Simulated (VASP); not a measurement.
Crystal: BN.

```
B N
1.0
     2.54395    0.00000    0.00000
    -1.27197    2.20312    0.00000
     0.00000    0.00000    4.20782
B N
2 2
Direct
  0.66667 0.33333 0.00020
  0.33333 0.66667 0.50020
  0.66667 0.33333 0.37480
  0.33333 0.66667 0.87480
```

Base run:

* Program: VASP 6.6.1
* Functional: r2SCAN
* Potentials or basis: VASP PAW PBE potentials, release 64 (B_h, N_h)
* Cutoff: 910 eV
* k mesh: 12 × 12 × 6
* Occupations: fermi-dirac, width 0.02 eV
* Spin: no spin polarisation

Its results: band gap on the k mesh 5.74 eV, indirect (least direct gap 9.00 eV); pressure -0.6 GPa.

Problem. The run is repeated on the same cell with these changes: potentials or basis from VASP PAW PBE potentials, release 64 (B_h, N_h) to VASP PAW PBE potentials, release 64 (B, N); cutoff from 910 eV to 520 eV. What comes out?

Solution. Band gap on the k mesh 5.72 eV, indirect (least direct gap 8.98 eV); pressure 1.1 GPa.

Caveats: the PAW data sets were made with another functional, which shifts forces and pressure a little; the cutoff is under 1.25 times the usual one of these potentials, so pressure, stress and relaxed cells hold a basis-set (Pulay) error (some runs).

A k mesh can miss the band edges.
